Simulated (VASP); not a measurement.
# NaI (I4/mmm) in VASP: notebook

NaI is run at these levels: r2SCAN; tasks: single point.

All numbers are computed with VASP 6.6.1; they aren't measurements. Logs are shortened: lines on timing, memory, paths and dates and some standing lists are left out, and cuts for length are marked.

## Step 1: The cell of the first run

It takes space group I4/mmm (No. 139, tetragonal). Conventional cell: a = 4.646 Å, b = 4.646 Å, c = 6.667 Å, α = 90.00°, β = 90.00°, γ = 90.00°. Within 4.3 Å of Na (site symmetry 4/mmm) lie 6 I at 3.28 to 3.33 Å. I (site symmetry 4/mmm) has 6 Na at 3.28 to 3.33 Å within 4.3 Å.

## Step 2: Single point, r2SCAN (strain +0.015 along x and y, +0.030 along z)

Contents of POSCAR:

```
NaI
1.0
    0.0000000000      3.2849460000      3.3334920000
    3.2849460000      0.0000000000      3.3334920000
    3.2849460000      3.2849460000      0.0000000000
Na I
1 1
Direct
    0.0000000000      0.0000000000      0.0000000000
    0.5000000000      0.5000000000      0.5000000000
```

Contents of INCAR.step1:

```
SYSTEM = NaI
ALGO = Normal
EDIFF = 1E-4
ENCUT = 520
GGA = PE
ISMEAR = 0
LASPH = .TRUE.
LCHARG = .FALSE.
LREAL = .FALSE.
LWAVE = .TRUE.
NBANDS = 14
NELM = 100
PREC = Accurate
SIGMA = 0.05
```

Contents of INCAR.step2:

```
SYSTEM = NaI
ALGO = Normal
EDIFF = 1E-6
ENCUT = 520
ISIF = 2
ISMEAR = 0
ISTART = 1
LASPH = .TRUE.
LCHARG = .TRUE.
LELF = .TRUE.
LMIXTAU = .TRUE.
LREAL = .FALSE.
LVHAR = .TRUE.
LWAVE = .FALSE.
METAGGA = R2SCAN
NBANDS = 14
NELM = 100
PREC = Accurate
SIGMA = 0.05
```

Contents of KPOINTS:

```
k-points
0
G
  6 6 6
  0 0 0
```

Potentials or basis: VASP PAW PBE potentials, release 64 (Na_pv, I).

On the command line:

```bash
$ cat potpaw_PBE.64/Na_pv/POTCAR potpaw_PBE.64/I/POTCAR > POTCAR
$ cp INCAR.step1 INCAR
$ mpirun -np 1 vasp_std > vasp.out
$ cp INCAR.step2 INCAR
$ mpirun -np 1 vasp_std > vasp.out
```

OUTCAR:

```text
SYSTEM = NaI
   EDIFF = 1E-6
   ENCUT = 520
   ISIF = 2
   ISMEAR = 0
   ISTART = 1
   LASPH = .TRUE.
   LREAL = .FALSE.
   METAGGA = R2SCAN
   NELM = 100
   PREC = Accurate

 ion  position               nearest neighbor table
   1  0.000  0.000  0.000-
   2  0.500  0.500  0.500-

  LATTYP: Found a body centered tetragonal cell.
 ALAT       =     4.6456151849
 C/A-ratio  =     1.4351132702

  Lattice vectors:

 A1 = (  -3.2849460000,   0.0000000000,   3.3334920000)
 A2 = (   3.2849460000,   0.0000000000,   3.3334920000)
 A3 = (   0.0000000000,   3.2849460000,  -3.3334920000)

Analysis of symmetry for initial positions (statically):
=====================================================================
 Subroutine PRICEL returns:
 Original cell was already a primitive cell.

 Routine SETGRP: Setting up the symmetry group for a
 body centered tetragonal supercell.

 Subroutine GETGRP returns: Found 16 space group operations
 (whereof 16 operations were pure point group operations)
 out of a pool of 16 trial point group operations.

The static configuration has the point symmetry D_4h.

Analysis of symmetry for dynamics (positions and initial velocities):
=====================================================================
 Subroutine PRICEL returns:
 Original cell was already a primitive cell.

 Routine SETGRP: Setting up the symmetry group for a
 body centered tetragonal supercell.

 Subroutine GETGRP returns: Found 16 space group operations
 (whereof 16 operations were pure point group operations)
 out of a pool of 16 trial point group operations.

The dynamic configuration has the point symmetry D_4h.

 Subroutine INISYM returns: Found 16 space group operations
 (whereof 16 operations are pure point group operations),
 and found     1 'primitive' translations

----------------------------------------------------------------------------------------

                                     Primitive cell

  volume of cell :      71.9426

  direct lattice vectors                    reciprocal lattice vectors
     0.000000000  3.284946000  3.333492000    -0.152209504  0.152209504  0.149992860
     3.284946000  0.000000000  3.333492000     0.152209504 -0.152209504  0.149992860
     3.284946000  3.284946000  0.000000000     0.152209504  0.152209504 -0.149992860

  length of vectors
     4.680068283  4.680068283  4.645615185     0.262361057  0.262361057  0.262361057

  position of ions in fractional coordinates (direct lattice)
     0.000000000  0.000000000  0.000000000
     0.500000000  0.500000000  0.500000000

  ion indices of the primitive-cell ions
   primitive index   ion index
                 1           1
                 2           2

----------------------------------------------------------------------------------------

 KPOINTS: k-points

Automatic generation of k-mesh.
 Grid dimensions read from file:
 generate k-points for:    6    6    6

 Generating k-lattice:

  Cartesian coordinates                     Fractional coordinates (reciprocal lattice)
    -0.025368251  0.025368251  0.024998810     0.166666667  0.000000000  0.000000000
     0.025368251 -0.025368251  0.024998810     0.000000000  0.166666667  0.000000000
     0.025368251  0.025368251 -0.024998810     0.000000000  0.000000000  0.166666667

  Length of vectors
     0.043726843  0.043726843  0.043726843

  Shift w.r.t. Gamma in fractional coordinates (k-lattice)
     0.000000000  0.000000000  0.000000000

 Subroutine IBZKPT returns following result:
 ===========================================

 Found     30 irreducible k-points:

 Following reciprocal coordinates:
            Coordinates               Weight
  0.000000  0.000000  0.000000      1.000000
  0.166667  0.000000  0.000000      8.000000
  0.333333  0.000000  0.000000      8.000000
  0.500000  0.000000  0.000000      4.000000
  0.166667  0.166667  0.000000      2.000000
  0.333333  0.166667  0.000000      8.000000
[... 16 lines left out ...]
  0.333333  0.000000  0.333333      4.000000
  0.500000  0.000000  0.333333     16.000000
 [... further k-points ...]
   k-points           NKPTS =     30   k-points in BZ     NKDIM =     30   number of bands    NBANDS=     14
   number of dos      NEDOS =    301   number of ions     NIONS =      2
   total plane-waves  NPLWV =  46656
   dimension x,y,z NGX =    36 NGY =   36 NGZ =   36
   dimension x,y,z NGXF=    72 NGYF=   72 NGZF=   72
   ions per type =               1   1
   NGX,Y,Z   is equivalent  to a cutoff of  12.79, 12.79, 12.88 a.u.
   NGXF,Y,Z  is equivalent  to a cutoff of  25.58, 25.58, 25.77 a.u.
 SYSTEM =  NaI
   PREC   = accura    normal or accurate (medium, high low for compatibility)
   ISTART =      1    job   : 0-new  1-cont  2-samecut
   ICHARG =      0    charge: 1-file 2-atom 10-const
   ISPIN  =      1    spin polarized calculation?
   LNONCOLLINEAR =      F non collinear calculations
   LSORBIT =      F    spin-orbit coupling
   LASPH  =      T    aspherical Exc in radial PAW
   ENCUT  =  520.0 eV  38.22 Ry    6.18 a.u.   8.70  8.70  8.64*2*pi/ulx,y,z
   NELM   =    100;   NELMIN=  2; NELMDL=  0     # of ELM steps
   EDIFF  = 0.1E-05   stopping-criterion for ELM
   LREAL  =      F    real-space projection
   EDIFFG = 0.1E-04   stopping-criterion for IOM
   NSW    =      0    number of steps for IOM
   IBRION =     -1    ionic relax: 0-MD 1-quasi-New 2-CG
   NFREE  =      0    steps in history (QN), initial steepest desc. (CG)
   ISIF   =      2    stress and relaxation
   ISYM   =      2    0-nonsym 1-usesym 2-fastsym
   POTIM  = 0.5000    time-step for ionic-motion
   TEBEG  =    0.0;   TEEND  =   0.0 temperature during run
   PSTRESS=    0.0 pullay stress
   NELECT =      14.0000    total number of electrons
   NUPDOWN=      -1.0000    fix difference up-down
   EMIN   =  10.00;   EMAX   =-10.00  energy-range for DOS
   EFERMI =   0.00;   METHOD = LEGACY
   ISMEAR =     0;   SIGMA  =   0.05  broadening in eV -4-tet -1-fermi 0-gaus
   EFERMI_NEDOS =   21; number of points for ismear=-14 and -15
   IALGO  =     38    algorithm
   IMIX   =      4    mixing-type and parameters
     AMIX     =   0.40;   BMIX     =  1.00
     AMIX_MAG =   1.60;   BMIX_MAG =  1.00
  volume/ion in A,a.u.               =      35.97       242.75
  Fermi-wavevector in a.u.,A,eV,Ry     =   0.948685  1.792755 12.245298  0.900004
  Thomas-Fermi vector in A             =   2.076897
   LORBIT       =      0    0 simple, 1 ext, 2 COOP (PROOUT), +10 PAW based schemes
   METAGGA = R2SCAN    functional components
   LHFCALC =     F    Hartree Fock is set to
   AEXX    =    0.0000 exact exchange contribution
   IVDW    =     0    specifies the selected vdW correction
   LEPSILON=     F    determine dielectric tensor
   LRPA    =     F    only Hartree local field effects (RPA)
 non-spin polarized calculation
 Gauss-broadening in eV      SIGMA  =   0.05
  energy-cutoff  :      520.00
  volume of cell :       71.94
 maximum number of plane-waves:      1952
   NGX = 17   NGY = 17   NGZ = 17

 number of electron      14.0000003 magnetization

 Free energy of the ion-electron system (eV)
  ---------------------------------------------------
  ext. energy  EPLUGINS =         0.00000000
  ---------------------------------------------------
  free energy    TOTEN  =       -31.06874869 eV

  energy without entropy =      -31.06874869  energy(sigma->0) =      -31.06874869

 E-fermi :   0.3255     XC(G=0):  -7.8168

 val. band max:        0.0942044893   @ k =   0.0000   0.0000   0.0000
 cond. band min:       4.3488974933   @ k =   0.0000   0.0000   0.0000
 fundamental gap:      4.2546930041
 Fermi energy:         0.3254678469

 k-point     1 :       0.0000    0.0000    0.0000
  band No.  band energies     occupation
      1     -23.2395      2.00000
      2     -23.2376      2.00000
      3     -23.2375      2.00000
      4     -11.1150      2.00000
      5       0.0772      2.00000
      6       0.0772      2.00000
      7       0.0942      2.00000
      8       4.3489      0.00000
      9       8.4925      0.00000
     10       8.5845      0.00000
     11       8.5845      0.00000
     12      10.2356      0.00000
     13      10.3903      0.00000
     14      11.1247      0.00000

 k-point     2 :       0.1667    0.0000    0.0000
  band No.  band energies     occupation
      1     -23.2399      2.00000
      2     -23.2380      2.00000
      3     -23.2377      2.00000
      4     -11.0489      2.00000
      5      -0.5585      2.00000
      6       0.0124      2.00000
      7       0.0149      2.00000
      8       5.0997      0.00000
      9       8.0674      0.00000
     10       8.7017      0.00000
     11       8.7885      0.00000
     12       9.8169      0.00000
     13       9.9027      0.00000
     14      11.5787      0.00000

 k-point     3 :       0.3333    0.0000    0.0000
  band No.  band energies     occupation
      1     -23.2413      2.00000
      2     -23.2387      2.00000
      3     -23.2377      2.00000
      4     -10.9097      2.00000
      5      -1.5057      2.00000
      6      -0.1240      2.00000
      7      -0.1097      2.00000
      8       5.7518      0.00000
      9       8.2899      0.00000
     10       8.4065      0.00000
     11       8.5905      0.00000
     12      10.8753      0.00000
     13      10.8913      0.00000
     14      10.9370      0.00000

 k-point     4 :       0.5000    0.0000    0.0000
  band No.  band energies     occupation
      1     -23.2421      2.00000
      2     -23.2389      2.00000
      3     -23.2378      2.00000
      4     -10.8363      2.00000
      5      -1.8974      2.00000
      6      -0.1894      2.00000
      7      -0.1676      2.00000
      8       5.7460      0.00000
      9       8.0459      0.00000
     10       8.1543      0.00000
     11       9.4068      0.00000
     12      10.9815      0.00000
     13      12.7571      0.00000
     14      12.8515      0.00000

 k-point     5 :       0.1667    0.1667    0.0000
  band No.  band energies     occupation
      1     -23.2402      2.00000
      2     -23.2379      2.00000
      3     -23.2377      2.00000
      4     -11.0306      2.00000
      5      -0.5376      2.00000
      6      -0.1064      2.00000
      7      -0.1064      2.00000
      8       5.3534      0.00000
      9       7.5579      0.00000
     10       8.6301      0.00000
     11       9.1926      0.00000
[... 276 lines left out ...]
 k-point    22 :      -0.3333    0.5000    0.1667
  band No.  band energies     occupation
      1     -23.2418      2.00000
      2     -23.2391      2.00000
      3     -23.2388      2.00000
      4     -10.7652      2.00000
      5      -1.4415      2.00000
      6      -0.9090      2.00000
      7      -0.7097      2.00000
      8       6.1075      0.00000
      9       7.1401      0.00000
     10       9.0785      0.00000
     11       9.2872      0.00000
     12      12.3429      0.00000
     13      13.1037      0.00000
     14      13.1109      0.00000

 k-point    23 :       0.3333    0.0000    0.3333
  band No.  band energies     occupation
      1     -23.2403      2.00000
      2     -23.2397      2.00000
      3     -23.2385      2.00000
      4     -10.8494      2.00000
      5      -1.3729      2.00000
      6      -0.4792      2.00000
      7      -0.4304      2.00000
      8       5.7867      0.00000
      9       6.5505      0.00000
     10       8.8190      0.00000
     11      10.5386      0.00000
     12      10.6671      0.00000
     13      11.4187      0.00000
     14      14.6810      0.00000

 k-point    24 :       0.5000    0.0000    0.3333
  band No.  band energies     occupation
      1     -23.2408      2.00000
      2     -23.2399      2.00000
      3     -23.2388      2.00000
      4     -10.7801      2.00000
      5      -1.5389      2.00000
      6      -0.7937      2.00000
      7      -0.5099      2.00000
      8       5.7676      0.00000
      9       6.7765      0.00000
     10       9.1554      0.00000
     11      10.1464      0.00000
     12      11.4659      0.00000
     13      13.0113      0.00000
     14      13.7853      0.00000

 [... further k-points ...]

------------------------ aborting loop because EDIFF is reached ----------------------------------------

  FORCE on cell =-STRESS in cart. coord.  units (eV):
  Direction    XX          YY          ZZ          XY          YZ          ZX
  --------------------------------------------------------------------------------------
  -------------------------------------------------------------------------------------
  Total       -0.4052359     -0.4052359     -0.5335670      0.0000000      0.0000000     -0.0000000
  in kB       -9.0246967     -9.0246967    -11.8826609      0.0000000      0.0000000     -0.0000000
  external PRESSURE =      -9.9773515 kB  Pullay stress =       0.0000000 kB

 VOLUME and BASIS-vectors are now :
 -----------------------------------------------------------------------------
  energy-cutoff  :      520.00
  volume of cell :       71.94
      direct lattice vectors                 reciprocal lattice vectors
     0.000000000  3.284946000  3.333492000    -0.152209504  0.152209504  0.149992860
     3.284946000  0.000000000  3.333492000     0.152209504 -0.152209504  0.149992860
     3.284946000  3.284946000  0.000000000     0.152209504  0.152209504 -0.149992860

 POSITION                                       TOTAL-FORCE (eV/Angst)
 -----------------------------------------------------------------------------------
      0.00000      0.00000      0.00000         0.000000     -0.000000     -0.000000
      3.28495      3.28495      3.33349        -0.000000      0.000000      0.000000
 -----------------------------------------------------------------------------------
    total drift:                                0.000000      0.000000      0.000000

  FREE ENERGIE OF THE ION-ELECTRON SYSTEM (eV)
  ---------------------------------------------------
  free  energy   TOTEN  =       -31.0687486898 eV

  energy  without entropy=      -31.0687486898  energy(sigma->0) =      -31.06874869
```

It took 68 s on 1 thread of AMD EPYC 9R45 (Zen 5), shared host; peak memory 0.19 GiB.

What came out:

```yaml
Free_energy: -31.0687 eV
Pressure: -1.0 GPa
Band_gap_on_the_k_mesh: 4.25 eV
```

Stress tensor (GPa, compression positive):
```
-0.90  0.00  0.00
 0.00 -0.90  0.00
 0.00  0.00 -1.19
```

Levels at points of the mesh, in eV from the valence-band top:
```
           k point  band 5  band 6  band 7  band 8  band 9  band 10
(0.00, 0.00, 0.00)   -0.02   -0.02    0.00    4.25    8.40     8.49
(0.50, 0.00, 0.00)   -1.99   -0.28   -0.26    5.65    7.95     8.06
(0.50, 0.50, 0.00)   -1.76   -0.67   -0.67    5.18    6.13    10.25
(0.50, 0.00, 0.50)   -1.76   -0.73   -0.68    5.17    6.09    10.35
```

Caveat: the cell differs from its parent crystal (strain +0.015 along x and y, +0.030 along z); the PAW data sets were made with another functional, which shifts forces and pressure a little; spin-orbit coupling is left out, which moves the levels of the heavy elements.

(Continued in part 2 of 2.)
